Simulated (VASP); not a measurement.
# MgB2 (P6/mmm) in VASP: a series of runs

MgB2 is run at these levels: PBEsol; tasks: single point, relaxation of cell and atoms.

All numbers are computed with VASP 6.6.1; they aren't measurements. Logs are shortened: lines on timing, memory, paths and dates and some standing lists are left out, and cuts for length are marked.

## 1. The cell of the first run

Symmetry: P6/mmm, No. 191, hexagonal system. Conventional cell: a = 3.065 Å, b = 3.065 Å, c = 3.497 Å, α = 90.00°, β = 90.00°, γ = 120.00°. Within 3.3 Å of Mg (site symmetry 6/mmm) lie 12 B at 2.49 Å and 6 Mg at 3.06 Å. B (site symmetry -6m2) has 3 B at 1.77 Å within 2.4 Å.

## 2. Single point, PBEsol

INCAR reads:

```
SYSTEM = MgB2
  PREC = Accurate
  ENCUT = 520
  EDIFF = 1E-6
  ISMEAR = -1
  SIGMA = 0.1
  LREAL = .FALSE.
  LASPH = .TRUE.
  NELM = 100
  ALGO = Normal
  ISIF = 2
  LWAVE = .FALSE.
  LCHARG = .FALSE.
  GGA = PS
  NBANDS = 11
```

KPOINTS reads:

```
regular mesh
0
G
  14 14 10
  0 0 0
```

POSCAR reads:

```
MgB2
1.0
    3.0646179365      0.0000000000      0.0000000000
   -1.5323089683      2.6540369859      0.0000000000
    0.0000000000      0.0000000000      3.4967150768
Mg B
1 2
Direct
    0.0000000000      0.0000000000      0.0000000000
    0.3333333333      0.6666666667      0.5000000000
    0.6666666667      0.3333333333      0.5000000000
```

Potentials or basis: VASP PAW PBE potentials, release 64 (Mg, B).

On the command line:

```sh
$ cat potpaw_PBE.64/Mg/POTCAR potpaw_PBE.64/B/POTCAR > POTCAR
$ mpirun -np 1 vasp_std > vasp.out
```

OUTCAR:

```text
SYSTEM = MgB2
   PREC = Accurate
   ENCUT = 520
   EDIFF = 1E-6
   ISMEAR = -1
   LREAL = .FALSE.
   LASPH = .TRUE.
   NELM = 100
   ISIF = 2
   GGA = PS

 ion  position               nearest neighbor table
   1  0.000  0.000  0.000-   2 2.49   3 2.49   2 2.49   3 2.49   3 2.49   3 2.49   2 2.49   2 2.49
                             3 2.49   3 2.49   2 2.49   2 2.49
   2  0.333  0.667  0.500-   3 1.77   3 1.77   3 1.77   1 2.49   1 2.49   1 2.49   1 2.49   1 2.49
                             1 2.49
   3  0.667  0.333  0.500-   2 1.77   2 1.77   2 1.77   1 2.49   1 2.49   1 2.49   1 2.49   1 2.49
                             1 2.49

  LATTYP: Found a hexagonal cell.
 ALAT       =     3.0646179365
 C/A-ratio  =     1.1409954354

  Lattice vectors:

 A1 = (   3.0646179365,   0.0000000000,   0.0000000000)
 A2 = (  -1.5323089683,   2.6540369859,   0.0000000000)
 A3 = (   0.0000000000,   0.0000000000,   3.4967150768)

Analysis of symmetry for initial positions (statically):
=====================================================================
 Subroutine PRICEL returns:
 Original cell was already a primitive cell.

 Routine SETGRP: Setting up the symmetry group for a
 hexagonal supercell.

 Subroutine GETGRP returns: Found 24 space group operations
 (whereof 24 operations were pure point group operations)
 out of a pool of 24 trial point group operations.

The static configuration has the point symmetry D_6h.

Analysis of symmetry for dynamics (positions and initial velocities):
=====================================================================
 Subroutine PRICEL returns:
 Original cell was already a primitive cell.

 Routine SETGRP: Setting up the symmetry group for a
 hexagonal supercell.

 Subroutine GETGRP returns: Found 24 space group operations
 (whereof 24 operations were pure point group operations)
 out of a pool of 24 trial point group operations.

The dynamic configuration has the point symmetry D_6h.

 Subroutine INISYM returns: Found 24 space group operations
 (whereof 24 operations are pure point group operations),
 and found     1 'primitive' translations

----------------------------------------------------------------------------------------

                                     Primitive cell

  volume of cell :      28.4409

  direct lattice vectors                    reciprocal lattice vectors
     3.064617936  0.000000000  0.000000000     0.326304949  0.188392250  0.000000000
    -1.532308968  2.654036986  0.000000000     0.000000000  0.376784500  0.000000000
     0.000000000  0.000000000  3.496715077     0.000000000  0.000000000  0.285982695

  length of vectors
     3.064617936  3.064617937  3.496715077     0.376784500  0.376784500  0.285982695

  position of ions in fractional coordinates (direct lattice)
     0.000000000  0.000000000  0.000000000
     0.333333333  0.666666667  0.500000000
     0.666666667  0.333333333  0.500000000

  ion indices of the primitive-cell ions
   primitive index   ion index
                 1           1
                 2           2
                 3           3

----------------------------------------------------------------------------------------

 KPOINTS: regular mesh

Automatic generation of k-mesh.
 Grid dimensions read from file:
 generate k-points for:   14   14   10

 Generating k-lattice:

  Cartesian coordinates                     Fractional coordinates (reciprocal lattice)
     0.023307496  0.013456589  0.000000000     0.071428571 -0.000000000  0.000000000
     0.000000000  0.026913179  0.000000000     0.000000000  0.071428571  0.000000000
     0.000000000  0.000000000  0.028598269     0.000000000  0.000000000  0.100000000

  Length of vectors
     0.026913179  0.026913179  0.028598269

  Shift w.r.t. Gamma in fractional coordinates (k-lattice)
     0.000000000  0.000000000  0.000000000

 Subroutine IBZKPT returns following result:
 ===========================================

 Found    144 irreducible k-points:

 Following reciprocal coordinates:
            Coordinates               Weight
  0.000000  0.000000  0.000000      1.000000
  0.071429 -0.000000  0.000000      6.000000
  0.142857  0.000000  0.000000      6.000000
  0.214286 -0.000000  0.000000      6.000000
  0.285714 -0.000000  0.000000      6.000000
  0.357143  0.000000  0.000000      6.000000
[... 16 lines left out ...]
  0.285714  0.285714  0.000000      6.000000
  0.357143  0.285714  0.000000      6.000000
 [... further k-points ...]
   k-points           NKPTS =    144   k-points in BZ     NKDIM =    144   number of bands    NBANDS=     11
   number of dos      NEDOS =    301   number of ions     NIONS =      3
   total plane-waves  NPLWV =  16128
   dimension x,y,z NGX =    24 NGY =   24 NGZ =   28
   dimension x,y,z NGXF=    48 NGYF=   48 NGZF=   56
   ions per type =               1   2
   NGX,Y,Z   is equivalent  to a cutoff of  13.02, 13.02, 13.31 a.u.
   NGXF,Y,Z  is equivalent  to a cutoff of  26.04, 26.04, 26.62 a.u.
 SYSTEM =  MgB2
   PREC   = accura    normal or accurate (medium, high low for compatibility)
   ISTART =      0    job   : 0-new  1-cont  2-samecut
   ICHARG =      2    charge: 1-file 2-atom 10-const
   ISPIN  =      1    spin polarized calculation?
   LNONCOLLINEAR =      F non collinear calculations
   LSORBIT =      F    spin-orbit coupling
   LASPH  =      T    aspherical Exc in radial PAW
   ENCUT  =  520.0 eV  38.22 Ry    6.18 a.u.   5.70  5.70  6.50*2*pi/ulx,y,z
   NELM   =    100;   NELMIN=  2; NELMDL= -5     # of ELM steps
   EDIFF  = 0.1E-05   stopping-criterion for ELM
   LREAL  =      F    real-space projection
   EDIFFG = 0.1E-04   stopping-criterion for IOM
   NSW    =      0    number of steps for IOM
   IBRION =     -1    ionic relax: 0-MD 1-quasi-New 2-CG
   NFREE  =      0    steps in history (QN), initial steepest desc. (CG)
   ISIF   =      2    stress and relaxation
   ISYM   =      2    0-nonsym 1-usesym 2-fastsym
   POTIM  = 0.5000    time-step for ionic-motion
   TEBEG  =    0.0;   TEEND  =   0.0 temperature during run
   PSTRESS=    0.0 pullay stress
   NELECT =       8.0000    total number of electrons
   NUPDOWN=      -1.0000    fix difference up-down
   EMIN   =  10.00;   EMAX   =-10.00  energy-range for DOS
   EFERMI =   0.00;   METHOD = LEGACY
   ISMEAR =    -1;   SIGMA  =   0.10  broadening in eV -4-tet -1-fermi 0-gaus
   EFERMI_NEDOS =   21; number of points for ismear=-14 and -15
   IALGO  =     38    algorithm
   IMIX   =      4    mixing-type and parameters
     AMIX     =   0.40;   BMIX     =  1.00
     AMIX_MAG =   1.60;   BMIX_MAG =  1.00
  volume/ion in A,a.u.               =       9.48        63.98
  Fermi-wavevector in a.u.,A,eV,Ry     =   1.072647  2.027010 15.654488  1.150572
  Thomas-Fermi vector in A             =   2.208424
   LORBIT       =      0    0 simple, 1 ext, 2 COOP (PROOUT), +10 PAW based schemes
   GGA     = PS    functional components
   LHFCALC =     F    Hartree Fock is set to
   AEXX    =    0.0000 exact exchange contribution
   IVDW    =     0    specifies the selected vdW correction
   LEPSILON=     F    determine dielectric tensor
   LRPA    =     F    only Hartree local field effects (RPA)
 non-spin polarized calculation
  energy-cutoff  :      520.00
  volume of cell :       28.44
 maximum number of plane-waves:       781
 NGX is ok and might be reduce to    24
   NGX = 11   NGY = 11   NGZ = 13

 number of electron       8.0000000 magnetization

 Free energy of the ion-electron system (eV)
  ---------------------------------------------------
  ext. energy  EPLUGINS =         0.00000000
  ---------------------------------------------------
  free energy    TOTEN  =       -16.23328868 eV

  energy without entropy =      -16.20891621  energy(sigma->0) =      -16.22110244

 E-fermi :   5.3313     XC(G=0): -11.0760

 val. band max:        5.3172371821   @ k =   0.1429   0.0000   0.4000
 cond. band min:       5.3380655055   @ k =   0.4286   0.0714   0.3000
 fundamental gap:      0.0208283233
 Fermi energy:         5.3313011712

 k-point     1 :       0.0000    0.0000    0.0000
  band No.  band energies     occupation
      1      -7.1810      2.00000
      2       2.3772      2.00000
      3       5.7306      0.03620
      4       5.7306      0.03620
      5       7.0397      0.00000
      6      11.7046      0.00000
      7      11.7046      0.00000
      8      13.6728      0.00000
      9      15.4668      0.00000
     10      18.1126      0.00000
     11      21.6293      0.00000

 k-point     2 :       0.0714   -0.0000    0.0000
  band No.  band energies     occupation
      1      -7.0913      2.00000
      2       2.4647      2.00000
      3       5.2682      1.30554
      4       5.5118      0.28239
      5       7.1170      0.00000
      6      11.6562      0.00000
      7      12.1056      0.00000
      8      13.8585      0.00000
      9      15.1419      0.00000
     10      18.5666      0.00000
     11      21.2080      0.00000

 k-point     3 :       0.1429    0.0000    0.0000
  band No.  band energies     occupation
      1      -6.8230      2.00000
      2       2.7257      2.00000
      3       4.1282      1.99999
      4       4.9979      1.93118
      5       7.3589      0.00000
      6      11.3894      0.00000
      7      13.1603      0.00000
      8      14.2492      0.00000
      9      14.3639      0.00000
     10      19.7487      0.00000
     11      20.3878      0.00000
[... 267 lines left out ...]
 k-point    23 :       0.2857    0.2857    0.0000
  band No.  band energies     occupation
      1      -3.0724      2.00000
      2      -1.1193      2.00000
      3      -0.0441      2.00000
      4       6.1731      0.00044
      5       8.1980      0.00000
      6      10.8543      0.00000
      7      12.0578      0.00000
      8      14.3163      0.00000
      9      14.5501      0.00000
     10      17.2737      0.00000
     11      17.5109      0.00000

 k-point    24 :       0.3571    0.2857    0.0000
  band No.  band energies     occupation
      1      -2.2854      2.00000
      2      -1.8098      2.00000
      3      -0.3521      2.00000
      4       6.7474      0.00000
      5       7.5883      0.00000
      6      11.3766      0.00000
      7      11.7055      0.00000
      8      14.3168      0.00000
      9      14.4691      0.00000
     10      17.3400      0.00000
     11      18.4427      0.00000

 [... further k-points ...]
[... 5 lines left out ...]
  --------------------------------------------------------------------------------------
  -------------------------------------------------------------------------------------
  Total        0.0085991      0.0085991     -0.0277948     -0.0000000      0.0000000      0.0000000
  in kB        0.4844189      0.4844189     -1.5657786     -0.0000000      0.0000000      0.0000000
  external PRESSURE =      -0.1989803 kB  Pullay stress =       0.0000000 kB

 VOLUME and BASIS-vectors are now :
 -----------------------------------------------------------------------------
  energy-cutoff  :      520.00
  volume of cell :       28.44
      direct lattice vectors                 reciprocal lattice vectors
     3.064617936  0.000000000  0.000000000     0.326304949  0.188392250  0.000000000
    -1.532308968  2.654036986  0.000000000     0.000000000  0.376784500  0.000000000
     0.000000000  0.000000000  3.496715077     0.000000000  0.000000000  0.285982695

 POSITION                                       TOTAL-FORCE (eV/Angst)
 -----------------------------------------------------------------------------------
      0.00000      0.00000      0.00000        -0.000000      0.000000      0.000000
     -0.00000      1.76936      1.74836        -0.000000      0.000000      0.000000
      1.53231      0.88468      1.74836         0.000000      0.000000      0.000000
 -----------------------------------------------------------------------------------
    total drift:                                0.000000     -0.000000      0.000000

  FREE ENERGIE OF THE ION-ELECTRON SYSTEM (eV)
  ---------------------------------------------------
  free  energy   TOTEN  =       -16.2332886810 eV

  energy  without entropy=      -16.2089162050  energy(sigma->0) =      -16.22110244
```

Wall time 41 s (1 thread of AMD EPYC 7R43 (Zen 3), shared host); peak memory 0.14 GiB.

Results:

- Free energy: -16.2333 eV
- Pressure: 0.0 GPa
- Band gap on the k mesh: zero (band 4 reaches 6.75 eV, above the bottom of band 5 at 3.67 eV)

Caveat: the PAW data sets were made with another functional, which shifts forces and pressure a little.

## 3. Relaxation of cell and atoms, PBEsol

This run uses another cell than the first one, of 9.68 Å³/atom, 1.021 times its volume.

INCAR reads:

```
PREC = Accurate ; ENCUT = 600
EDIFF = 1E-6 ; ISMEAR = -1
SIGMA = 0.1 ; LREAL = False
LASPH = True ; NELM = 100
ALGO = Normal ; ISIF = 3
LWAVE = False ; LCHARG = False
GGA = PS ; IBRION = 2
NSW = 100 ; EDIFFG = -0.002
```

KPOINTS reads:

```
Automatic mesh
0
Gamma
  14 14 10
```

POSCAR reads:

```
MgB2
1.0
    3.0850000000      0.0000000000      0.0000000000
   -1.5425000000      2.6716883707      0.0000000000
    0.0000000000      0.0000000000      3.5230000000
Mg B
1 2
Direct
    0.0000000000      0.0000000000      0.0000000000
    0.3333333333      0.6666666667      0.5000000000
    0.6666666667      0.3333333333      0.5000000000
```

Potentials or basis: VASP PAW PBE potentials, release 64 (Mg, B).

On the command line:

```sh
$ cat potpaw_PBE.64/Mg/POTCAR potpaw_PBE.64/B/POTCAR > POTCAR
$ mpirun -np 1 vasp_std > vasp.out
```

OUTCAR:

```text
PREC = Accurate
   ENCUT = 600
   EDIFF = 1E-6
   ISMEAR = -1
   LREAL = False
   LASPH = True
   NELM = 100
   ISIF = 3
   GGA = PS
   IBRION = 2
   NSW = 100
   EDIFFG = -0.002

 ion  position               nearest neighbor table
   1  0.000  0.000  0.000-   2 2.51   3 2.51   2 2.51   3 2.51   3 2.51   3 2.51   2 2.51   2 2.51
                             3 2.51   3 2.51   2 2.51   2 2.51
   2  0.333  0.667  0.500-   3 1.78   3 1.78   3 1.78   1 2.51   1 2.51   1 2.51   1 2.51   1 2.51
                             1 2.51
   3  0.667  0.333  0.500-   2 1.78   2 1.78   2 1.78   1 2.51   1 2.51   1 2.51   1 2.51   1 2.51
                             1 2.51

  LATTYP: Found a hexagonal cell.
 ALAT       =     3.0850000000
 C/A-ratio  =     1.1419773096

  Lattice vectors:

 A1 = (   3.0850000000,   0.0000000000,   0.0000000000)
 A2 = (  -1.5425000000,   2.6716883707,   0.0000000000)
[... 334 lines left out ...]

  energy without entropy =      -16.21130414  energy(sigma->0) =      -16.22347188

 E-fermi :   5.3330     XC(G=0): -11.0780

 val. band max:        5.3171922743   @ k =   0.1429  -0.0000   0.4000
 cond. band min:       5.3409042604   @ k =   0.4286   0.0714   0.3000
 fundamental gap:      0.0237119861
 Fermi energy:         5.3330374350

 k-point     1 :       0.0000    0.0000    0.0000
  band No.  band energies     occupation
      1      -7.1802      2.00000
      2       2.3870      2.00000
      3       5.7291      0.03739
      4       5.7291      0.03739
      5       7.0563      0.00000
      6      11.7003      0.00000
      7      11.7003      0.00000
      8      13.6668      0.00000
[... 243 lines left out ...]
 k-point    24 :       0.3571    0.2857    0.0000
  band No.  band energies     occupation
      1      -2.2860      2.00000
      2      -1.8104      2.00000
      3      -0.3525      2.00000
      4       6.7541      0.00000
      5       7.5948      0.00000
      6      11.3895      0.00000
      7      11.7161      0.00000
      8      14.3300      0.00000

 [... further k-points ...]
[... 5 lines left out ...]
  --------------------------------------------------------------------------------------
  -------------------------------------------------------------------------------------
  Total        0.0000186      0.0000186      0.0023235      0.0000000      0.0000000     -0.0000000
  in kB        0.0010507      0.0010507      0.1309492      0.0000000      0.0000000     -0.0000000
  external PRESSURE =       0.0443502 kB  Pullay stress =       0.0000000 kB
[... 18 lines left out ...]
  FREE ENERGIE OF THE ION-ELECTRON SYSTEM (eV)
  ---------------------------------------------------
  free  energy   TOTEN  =       -16.2356396159 eV

  energy  without entropy=      -16.2113041449  energy(sigma->0) =      -16.22347188

 reached required accuracy - stopping structural energy minimisation
```

OSZICAR:

```text
N       E                     dE             d eps       ncg     rms          rms(c)
DAV:   1     0.713571256196E+01    0.71357E+01   -0.42406E+03  2392   0.950E+02
DAV:   2    -0.174837636486E+02   -0.24619E+02   -0.23587E+02  3328   0.118E+02
DAV:   3    -0.178121008503E+02   -0.32834E+00   -0.32319E+00  2864   0.161E+01
[... 30 lines left out ...]
       N       E                     dE             d eps       ncg     rms          rms(c)
DAV:   1    -0.162356596635E+02   -0.34704E-04   -0.74371E-04  3208   0.211E-01    0.175E-02
DAV:   2    -0.162356418857E+02    0.17778E-04   -0.40409E-05  3112   0.399E-02    0.625E-03
DAV:   3    -0.162356396517E+02    0.22340E-05   -0.92446E-06  2840   0.171E-02    0.121E-03
DAV:   4    -0.162356396159E+02    0.35810E-07   -0.27766E-07  1360   0.422E-03
   5 F= -.16235640E+02 E0= -.16223472E+02  d E =-.189869E-03
```

Run time: 2.2 min. Hardware: 1 thread of AMD EPYC 7R43 (Zen 3), shared host; peak memory 0.16 GiB.

What came out:

```
Free energy                            : -16.2356 eV
Relaxed volume                         : 9.48 Å³/atom
Relaxed cell                           : a = 3.065 Å, b = 3.065 Å, c = 3.494 Å, α = 90.00°, β = 90.00°, γ = 120.00°
Space group after relaxing (to 0.05 Å) : P6/mmm (No. 191)
Energy gained by relaxing              : 2.0 meV/atom
Ionic steps                            : 5
Pressure after relaxing                : 0.0 GPa
Band gap on the k mesh                 : zero (band 4 reaches 6.75 eV, above the bottom of band 5 at 3.67 eV)
```

Step by step:
```csv
step,energy change (eV),largest force (eV/Å),pressure (GPa),volume (Å³)
1,0.0000,0.0000,-3.14,29.04
2,-0.0049,0.0000,1.20,28.25
3,-0.0058,0.0000,-0.05,28.47
4,-0.0059,0.0000,-0.02,28.44
5,-0.0060,0.0000,0.00,28.43
```

Final structure:
```yaml
crystal:
  lattice:
    - [3.06500, 0.00000, 0.00000]
    - [-1.53250, 2.65437, 0.00000]
    - [0.00000, 0.00000, 3.49435]
  atoms:
    - { symbol: Mg, position: [0.00000, 0.00000, 0.00000] }
    - { symbol: B, position: [0.33333, 0.66667, 0.50000] }
    - { symbol: B, position: [0.66667, 0.33333, 0.50000] }
```

Caveat: the PAW data sets were made with another functional, which shifts forces and pressure a little.
